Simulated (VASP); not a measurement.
Here is a VASP 6.6.1 calculation.

The input POSCAR:

```
Ti
1.0
    4.5709701752      0.0000000000      0.0000000000
   -2.2854850876      3.9585762917      0.0000000000
    0.0000000000      0.0000000000      4.2961048406
Ti
4
Direct
    0.0000000000      0.0000000000      0.2500000000
    0.0000000000      0.0000000000      0.7500000000
    0.3333333333      0.6666666667      0.7500000000
    0.6666666667      0.3333333333      0.2500000000
```

Contents of INCAR.step1:

```
PREC = Accurate
ENCUT = 520
ISMEAR = 0
SIGMA = 0.1
LREAL = F
LASPH = T
NELM = 100
NBANDS = 32
GGA = PE
ALGO = Normal
EDIFF = 1E-4
LWAVE = T
LCHARG = F
```

Contents of INCAR.step2:

```
PREC = Accurate
ENCUT = 520
EDIFF = 1E-6
ISMEAR = 0
SIGMA = 0.1
LREAL = F
LASPH = T
NELM = 100
ALGO = Normal
ISIF = 2
LWAVE = F
LCHARG = F
METAGGA = R2SCAN
LMIXTAU = T
NBANDS = 32
ISTART = 1
```

The input KPOINTS:

```
regular mesh
0
Gamma
  6 6 4
```

Potentials or basis: VASP PAW PBE potentials, release 64 (Ti_sv).

Launch:

```bash
$ cat potpaw_PBE.64/Ti_sv/POTCAR > POTCAR
$ cp INCAR.step1 INCAR
$ mpirun -np 1 vasp_std > vasp.out
$ cp INCAR.step2 INCAR
$ mpirun -np 1 vasp_std > vasp.out
```

Predict the band gap on the k mesh.

zero (bands 24 and 25 overlap by 0.85 eV).

Estimate the pressure.

0.7 GPa.

Stress tensor (GPa, compression positive):
```
0.55 0.00 0.00
0.00 0.55 0.00
0.00 0.00 1.14
```

Caveat: the k points lie up to 0.37 Å⁻¹ apart, too coarse for converged energies and pressures of a metal; the PAW data sets were made with another functional, which shifts forces and pressure a little.
